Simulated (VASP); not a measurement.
A run of VASP 6.6.1:

Contents of INCAR:

```
PREC = Accurate
ENCUT = 500
EDIFF = 1E-6
ISMEAR = -1
SIGMA = 0.05
LREAL = Auto
LASPH = True
NELM = 120
ALGO = Normal
ISIF = 2
LWAVE = False
LCHARG = False
GGA = PS
NBANDS = 326
ISYM = -1
GGA_COMPAT = False
```

Contents of KPOINTS:

```
explicit points
1
Reciprocal
  0.25000000   0.25000000   0.25000000 1
```

POSCAR

```
In3Ga13As13P3
1.0
   11.3935879200      0.0000000000      0.0000000000
    0.0000000000     11.3935879200      0.0000000000
    0.0000000000      0.0000000000     11.3935879200
In Ga As P
6 26 26 6
Direct
    0.9945370000      0.9927900000      0.0032430000
    0.2479250000      0.7446130000      0.0026810000
    0.7458180000      0.2516900000      0.0016860000
    0.2548270000      0.9997470000      0.2554090000
    0.9970630000      0.2509880000      0.2589380000
    0.0038700000      0.2527190000      0.7488150000
    0.9927800000      0.9979620000      0.4993060000
    0.0032090000      0.5084180000      0.0050460000
    0.9995480000      0.5032730000      0.4996210000
    0.5061010000      0.9963280000      0.9954120000
    0.5023080000      0.0000120000      0.5014450000
    0.5006190000      0.5010030000      0.0062950000
    0.4998820000      0.4996420000      0.4998170000
    0.2606370000      0.2575640000      0.0026450000
    0.2538860000      0.2525360000      0.5021930000
    0.2490960000      0.7479170000      0.5010400000
    0.7487150000      0.2446210000      0.4966070000
    0.7447280000      0.7504640000      0.0044160000
    0.7497410000      0.7493570000      0.4998720000
    0.2535500000      0.0002030000      0.7464100000
    0.2510000000      0.5005400000      0.2466120000
    0.2533080000      0.5010800000      0.7498610000
    0.7514530000      0.9943270000      0.2550820000
    0.7417860000      0.9907280000      0.7504440000
    0.7441120000      0.5069000000      0.2485140000
    0.7480970000      0.5037620000      0.7490610000
    0.9944320000      0.7447550000      0.2481750000
    0.9971910000      0.7480960000      0.7469140000
    0.4974690000      0.2555330000      0.2482360000
    0.4992500000      0.2501800000      0.7487640000
    0.5072560000      0.7444340000      0.2487970000
    0.5052570000      0.7526190000      0.7534490000
    0.1313850000      0.1324130000      0.1192880000
    0.1307180000      0.1183830000      0.6151160000
    0.1247870000      0.6235720000      0.6264460000
    0.6192420000      0.1174250000      0.1335490000
    0.6248530000      0.1232630000      0.6267760000
    0.6244730000      0.6274500000      0.6243450000
    0.3756050000      0.3754300000      0.6258170000
    0.3898030000      0.8719800000      0.1248830000
    0.3779690000      0.8733710000      0.6249300000
    0.8740550000      0.3894680000      0.1273230000
    0.8677350000      0.3803190000      0.6170970000
    0.8710540000      0.8728130000      0.6255320000
    0.3842620000      0.1346310000      0.3831330000
    0.3774830000      0.1247680000      0.8754390000
    0.3758490000      0.6250360000      0.3727770000
    0.3832730000      0.6197920000      0.8713540000
    0.8652140000      0.1166180000      0.8667520000
    0.8719870000      0.6245620000      0.3751420000
    0.8738820000      0.6276340000      0.8775090000
    0.1335540000      0.3829260000      0.3831160000
    0.1334360000      0.3848550000      0.8844780000
    0.1152210000      0.8669300000      0.3785530000
    0.1248370000      0.8728010000      0.8620760000
    0.6253410000      0.3754570000      0.3728130000
    0.6171930000      0.3824210000      0.8698420000
    0.6245910000      0.8720930000      0.3769860000
    0.1193160000      0.6209480000      0.1341150000
    0.6240630000      0.6245460000      0.1242800000
    0.3774090000      0.3791360000      0.1267560000
    0.8663980000      0.8653240000      0.1332810000
    0.8673050000      0.1161160000      0.3801830000
    0.6258080000      0.8717960000      0.8771140000
```

Potentials or basis: VASP PAW PBE potentials, release 64 (In_d, Ga_d, As, P).

The run is started by

```console
$ cat potpaw_PBE.64/In_d/POTCAR potpaw_PBE.64/Ga_d/POTCAR potpaw_PBE.64/As/POTCAR potpaw_PBE.64/P/POTCAR > POTCAR
$ mpirun -np 1 vasp_std > vasp.out
```

Hardware: 1 thread of AMD EPYC 7R43 64-Core Processor (Zen 3), with other jobs on the host.

Task: Estimate the wall time of this run.

Result: Run time: 43 min on 1 thread of AMD EPYC 7R43 64-Core Processor (Zen 3), on a shared host, peak memory 1.2 GiB. Counts: scf iterations 19, k points 1.
